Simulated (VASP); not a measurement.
# SnO2 (P4_2/mnm) in VASP: notebook

SnO2 is run at these levels: r2SCAN; tasks: single point.

Program: VASP 6.6.1. These are calculated values, not measurements. Logs are shortened: lines on timing, memory, paths and dates and some standing lists are left out, and cuts for length are marked.

## (1) The cell of the first run

Symmetry: P4_2/mnm, No. 136, tetragonal system. Conventional cell: a = 4.570 Å, b = 4.570 Å, c = 2.945 Å, α = 90.00°, β = 90.00°, γ = 90.00°. Within 2.6 Å of Sn (site symmetry mmm) lie 6 O at 1.93 to 1.98 Å. O (site symmetry m2m) has 3 Sn at 1.93 to 1.98 Å and 1 O at 2.51 Å within 2.6 Å.

## (2) Single point, r2SCAN (strain -0.040 along x and y, -0.080 along z)

Input file POSCAR:

```
SnO2
1.0
    4.5698078168      0.0000000000      0.0000000000
    0.0000000000      4.5698078168      0.0000000000
    0.0000000000      0.0000000000      2.9445198908
Sn O
2 4
Direct
    0.0000000000      0.0000000000      0.0000000000
    0.5000000000      0.5000000000      0.5000000000
    0.3058934984      0.3058934984      0.0000000000
    0.1941065016      0.8058934984      0.5000000000
    0.6941065016      0.6941065016      0.0000000000
    0.8058934984      0.1941065016      0.5000000000
```

Input file INCAR.step1:

```
SYSTEM = SnO2
ALGO = Normal
EDIFF = 1E-4
ENCUT = 520
GGA = PE
ISMEAR = 0
LASPH = .True.
LCHARG = .False.
LREAL = .False.
LWAVE = .True.
NBANDS = 35
NELM = 80
PREC = Accurate
SIGMA = 0.05
```

Input file INCAR.step2:

```
SYSTEM = SnO2
ALGO = Normal
EDIFF = 1E-6
ENCUT = 520
ISIF = 2
ISMEAR = 0
ISTART = 1
LASPH = .True.
LCHARG = .False.
LMIXTAU = .True.
LREAL = .False.
LWAVE = .False.
METAGGA = R2SCAN
NBANDS = 35
NELM = 80
PREC = Accurate
SIGMA = 0.05
```

Input file KPOINTS:

```
k-points
0
Gamma
  6 6 8
  0 0 0
```

Potentials or basis: VASP PAW PBE potentials, release 64 (Sn_d, O).

Run with:

```console
> cat potpaw_PBE.64/Sn_d/POTCAR potpaw_PBE.64/O/POTCAR > POTCAR
> cp INCAR.step1 INCAR
> mpirun -np 1 vasp_std > vasp.out
> cp INCAR.step2 INCAR
> mpirun -np 1 vasp_std > vasp.out
```

OUTCAR:

```text
SYSTEM = SnO2
   EDIFF = 1E-6
   ENCUT = 520
   ISIF = 2
   ISMEAR = 0
   ISTART = 1
   LASPH = .True.
   LREAL = .False.
   METAGGA = R2SCAN
   NELM = 80
   PREC = Accurate

 ion  position               nearest neighbor table
   1  0.000  0.000  0.000-   4 1.93   6 1.93   4 1.93   6 1.93   5 1.98   3 1.98   2 3.55   2 3.55
                             2 3.55   2 3.55   2 3.55   2 3.55   2 3.55   2 3.55
   2  0.500  0.500  0.500-   3 1.93   5 1.93   3 1.93   5 1.93   4 1.98   6 1.98   1 3.55   1 3.55
                             1 3.55   1 3.55   1 3.55   1 3.55   1 3.55   1 3.55
   3  0.306  0.306  0.000-   2 1.93   2 1.93   1 1.98
   4  0.194  0.806  0.500-   1 1.93   1 1.93   2 1.98
   5  0.694  0.694  0.000-   2 1.93   2 1.93   1 1.98
   6  0.806  0.194  0.500-   1 1.93   1 1.93   2 1.98

  LATTYP: Found a simple tetragonal cell.
 ALAT       =     4.5698078168
 C/A-ratio  =     0.6443421712

  Lattice vectors:

 A1 = (   4.5698078168,   0.0000000000,   0.0000000000)
 A2 = (   0.0000000000,   4.5698078168,   0.0000000000)
 A3 = (   0.0000000000,   0.0000000000,   2.9445198908)

Analysis of symmetry for initial positions (statically):
=====================================================================
 Subroutine PRICEL returns:
 Original cell was already a primitive cell.

 Routine SETGRP: Setting up the symmetry group for a
 simple tetragonal supercell.

 Subroutine GETGRP returns: Found 16 space group operations
 (whereof  8 operations were pure point group operations)
 out of a pool of 16 trial point group operations.

The static configuration has the point symmetry D_2h.
 The point group associated with its full space group is D_4h.

Analysis of symmetry for dynamics (positions and initial velocities):
=====================================================================
 Subroutine PRICEL returns:
 Original cell was already a primitive cell.

 Routine SETGRP: Setting up the symmetry group for a
 simple tetragonal supercell.

 Subroutine GETGRP returns: Found 16 space group operations
 (whereof  8 operations were pure point group operations)
 out of a pool of 16 trial point group operations.

The dynamic configuration has the point symmetry D_2h.
 The point group associated with its full space group is D_4h.

 Subroutine INISYM returns: Found 16 space group operations
 (whereof  8 operations are pure point group operations),
 and found     1 'primitive' translations

----------------------------------------------------------------------------------------

                                     Primitive cell

  volume of cell :      61.4908

  direct lattice vectors                    reciprocal lattice vectors
     4.569807817  0.000000000  0.000000000     0.218827583  0.000000000  0.000000000
     0.000000000  4.569807817  0.000000000     0.000000000  0.218827583  0.000000000
     0.000000000  0.000000000  2.944519891     0.000000000  0.000000000  0.339613939

  length of vectors
     4.569807817  4.569807817  2.944519891     0.218827583  0.218827583  0.339613939

  position of ions in fractional coordinates (direct lattice)
     0.000000000  0.000000000  0.000000000
     0.500000000  0.500000000  0.500000000
     0.305893498  0.305893498  0.000000000
     0.194106502  0.805893498  0.500000000
     0.694106502  0.694106502  0.000000000
     0.805893498  0.194106502  0.500000000

  ion indices of the primitive-cell ions
   primitive index   ion index
                 1           1
                 2           2
                 3           3
                 4           4
                 5           5
                 6           6

----------------------------------------------------------------------------------------

 KPOINTS: k-points

Automatic generation of k-mesh.
 Grid dimensions read from file:
 generate k-points for:    6    6    8

 Generating k-lattice:

  Cartesian coordinates                     Fractional coordinates (reciprocal lattice)
     0.036471264  0.000000000  0.000000000     0.166666667  0.000000000  0.000000000
     0.000000000  0.036471264  0.000000000     0.000000000  0.166666667  0.000000000
     0.000000000  0.000000000  0.042451742     0.000000000  0.000000000  0.125000000

  Length of vectors
     0.036471264  0.036471264  0.042451742

  Shift w.r.t. Gamma in fractional coordinates (k-lattice)
     0.000000000  0.000000000  0.000000000

 Subroutine IBZKPT returns following result:
 ===========================================

 Found     50 irreducible k-points:

 Following reciprocal coordinates:
            Coordinates               Weight
  0.000000  0.000000  0.000000      1.000000
  0.166667  0.000000  0.000000      4.000000
  0.333333  0.000000  0.000000      4.000000
  0.500000  0.000000  0.000000      2.000000
  0.166667  0.166667  0.000000      4.000000
  0.333333  0.166667  0.000000      8.000000
[... 16 lines left out ...]
  0.333333  0.000000  0.250000      8.000000
  0.500000  0.000000  0.250000      4.000000
 [... further k-points ...]
   k-points           NKPTS =     50   k-points in BZ     NKDIM =     50   number of bands    NBANDS=     35
   number of dos      NEDOS =    301   number of ions     NIONS =      6
   total plane-waves  NPLWV =  31104
   dimension x,y,z NGX =    36 NGY =   36 NGZ =   24
   dimension x,y,z NGXF=    72 NGYF=   72 NGZF=   48
   ions per type =               2   4
   NGX,Y,Z   is equivalent  to a cutoff of  13.10, 13.10, 13.55 a.u.
   NGXF,Y,Z  is equivalent  to a cutoff of  26.19, 26.19, 27.10 a.u.
 SYSTEM =  SnO2
   PREC   = accura    normal or accurate (medium, high low for compatibility)
   ISTART =      1    job   : 0-new  1-cont  2-samecut
   ICHARG =      0    charge: 1-file 2-atom 10-const
   ISPIN  =      1    spin polarized calculation?
   LNONCOLLINEAR =      F non collinear calculations
   LSORBIT =      F    spin-orbit coupling
   LASPH  =      T    aspherical Exc in radial PAW
   ENCUT  =  520.0 eV  38.22 Ry    6.18 a.u.   8.50  8.50  5.47*2*pi/ulx,y,z
   NELM   =     80;   NELMIN=  2; NELMDL=  0     # of ELM steps
   EDIFF  = 0.1E-05   stopping-criterion for ELM
   LREAL  =      F    real-space projection
   EDIFFG = 0.1E-04   stopping-criterion for IOM
   NSW    =      0    number of steps for IOM
   IBRION =     -1    ionic relax: 0-MD 1-quasi-New 2-CG
   NFREE  =      0    steps in history (QN), initial steepest desc. (CG)
   ISIF   =      2    stress and relaxation
   ISYM   =      2    0-nonsym 1-usesym 2-fastsym
   POTIM  = 0.5000    time-step for ionic-motion
   TEBEG  =    0.0;   TEEND  =   0.0 temperature during run
   PSTRESS=    0.0 pullay stress
   NELECT =      52.0000    total number of electrons
   NUPDOWN=      -1.0000    fix difference up-down
   EMIN   =  10.00;   EMAX   =-10.00  energy-range for DOS
   EFERMI =   0.00;   METHOD = LEGACY
   ISMEAR =     0;   SIGMA  =   0.05  broadening in eV -4-tet -1-fermi 0-gaus
   EFERMI_NEDOS =   21; number of points for ismear=-14 and -15
   IALGO  =     38    algorithm
   IMIX   =      4    mixing-type and parameters
     AMIX     =   0.40;   BMIX     =  1.00
     AMIX_MAG =   1.60;   BMIX_MAG =  1.00
  volume/ion in A,a.u.               =      10.25        69.16
  Fermi-wavevector in a.u.,A,eV,Ry     =   1.548124  2.925531 32.608931  2.396689
  Thomas-Fermi vector in A             =   2.653119
   LORBIT       =      0    0 simple, 1 ext, 2 COOP (PROOUT), +10 PAW based schemes
   METAGGA = R2SCAN    functional components
   LHFCALC =     F    Hartree Fock is set to
   AEXX    =    0.0000 exact exchange contribution
   IVDW    =     0    specifies the selected vdW correction
   LEPSILON=     F    determine dielectric tensor
   LRPA    =     F    only Hartree local field effects (RPA)
 non-spin polarized calculation
 Gauss-broadening in eV      SIGMA  =   0.05
  energy-cutoff  :      520.00
  volume of cell :       61.49
 maximum number of plane-waves:      1680
 NGX is ok and might be reduce to    36
   NGX = 17   NGY = 17   NGZ = 11

 number of electron      52.0000023 magnetization

 Free energy of the ion-electron system (eV)
  ---------------------------------------------------
  ext. energy  EPLUGINS =         0.00000000
  ---------------------------------------------------
  free energy    TOTEN  =       -82.69564572 eV

  energy without entropy =      -82.69564572  energy(sigma->0) =      -82.69564572

 E-fermi :   7.8464     XC(G=0): -12.9267

 val. band max:        7.5883270173   @ k =   0.0000   0.0000   0.0000
 cond. band min:      11.6869467026   @ k =   0.0000   0.0000   0.0000
 fundamental gap:      4.0986196853
 Fermi energy:         7.8463937437

 k-point     1 :       0.0000    0.0000    0.0000
  band No.  band energies     occupation
      1     -14.6859      2.00000
      2     -13.9999      2.00000
      3     -12.6076      2.00000
      4     -12.5358      2.00000
      5     -12.5358      2.00000
      6     -12.5017      2.00000
[... 27 lines left out ...]
     34      22.5331      0.00000
     35      22.5344      0.00000

 k-point     2 :       0.1667    0.0000    0.0000
  band No.  band energies     occupation
      1     -14.6290      2.00000
      2     -13.9708      2.00000
      3     -12.7814      2.00000
      4     -12.5330      2.00000
      5     -12.5329      2.00000
      6     -12.5206      2.00000
[... 27 lines left out ...]
     34      22.3267      0.00000
     35      22.4542      0.00000

 k-point     3 :       0.3333    0.0000    0.0000
  band No.  band energies     occupation
      1     -14.4641      2.00000
      2     -14.0034      2.00000
      3     -12.9339      2.00000
      4     -12.5996      2.00000
      5     -12.5274      2.00000
      6     -12.5270      2.00000
[... 27 lines left out ...]
     34      22.2234      0.00000
     35      22.6884      0.00000
[... 723 lines left out ...]
 k-point    23 :       0.3333    0.0000    0.2500
  band No.  band energies     occupation
      1     -14.2129      2.00000
      2     -14.0345      2.00000
      3     -13.5405      2.00000
      4     -13.1563      2.00000
      5     -12.3376      2.00000
      6     -12.2890      2.00000
[... 27 lines left out ...]
     34      21.9009      0.00000
     35      22.0241      0.00000

 k-point    24 :       0.5000    0.0000    0.2500
  band No.  band energies     occupation
      1     -14.1541      2.00000
      2     -14.1541      2.00000
      3     -13.3410      2.00000
      4     -13.3410      2.00000
      5     -12.2847      2.00000
      6     -12.2847      2.00000
[... 27 lines left out ...]
     34      21.9201      0.00000
     35      22.4966      0.00000

 [... further k-points ...]

------------------------ aborting loop because EDIFF is reached ----------------------------------------

  FORCE on cell =-STRESS in cart. coord.  units (eV):
  Direction    XX          YY          ZZ          XY          YZ          ZX
  --------------------------------------------------------------------------------------
  -------------------------------------------------------------------------------------
  Total       18.1248725     18.1248725     30.4992750      0.0000000      0.0000000      0.0000000
  in kB      472.2534931    472.2534931    794.6753355      0.0000000      0.0000000      0.0000000
  external PRESSURE =     579.7274406 kB  Pullay stress =       0.0000000 kB

 VOLUME and BASIS-vectors are now :
 -----------------------------------------------------------------------------
  energy-cutoff  :      520.00
  volume of cell :       61.49
      direct lattice vectors                 reciprocal lattice vectors
     4.569807817  0.000000000  0.000000000     0.218827583  0.000000000  0.000000000
     0.000000000  4.569807817  0.000000000     0.000000000  0.218827583  0.000000000
     0.000000000  0.000000000  2.944519891     0.000000000  0.000000000  0.339613939

 POSITION                                       TOTAL-FORCE (eV/Angst)
 -----------------------------------------------------------------------------------
      0.00000      0.00000      0.00000         0.000000      0.000000      0.000000
      2.28490      2.28490      1.47226         0.000000      0.000000      0.000000
      1.39787      1.39787      0.00000        -1.010443     -1.010443     -0.000000
      0.88703      3.68278      1.47226         1.010443     -1.010443     -0.000000
      3.17193      3.17193      0.00000         1.010443      1.010443      0.000000
      3.68278      0.88703      1.47226        -1.010443      1.010443      0.000000
 -----------------------------------------------------------------------------------
    total drift:                                0.000000      0.000000      0.000000

  FREE ENERGIE OF THE ION-ELECTRON SYSTEM (eV)
  ---------------------------------------------------
  free  energy   TOTEN  =       -82.6956457221 eV

  energy  without entropy=      -82.6956457221  energy(sigma->0) =      -82.69564572
```

It took 3.7 min on 1 thread of Intel Xeon Platinum 8488C (Sapphire Rapids), shared host; peak memory 0.23 GiB.

What came out:

```yaml
Free_energy: -82.6956 eV
Pressure: 58.0 GPa
Largest_force: 1.429 eV/Å
Band_gap_on_the_k_mesh: 4.10 eV
```

Forces on the atoms (eV/Å):
```
Sn   0.000  0.000  0.000
Sn   0.000  0.000  0.000
O   -1.010 -1.010  0.000
O    1.010 -1.010  0.000
O    1.010  1.010  0.000
O   -1.010  1.010  0.000
```

Caveat: the cell differs from its parent crystal (strain -0.040 along x and y, -0.080 along z); the stress differs along the axes, from 47 to 79 GPa; the PAW data sets were made with another functional, which shifts forces and pressure a little; spin-orbit coupling is left out, which moves the levels of the heavy elements.

(Part 1 of 3 ends here.)
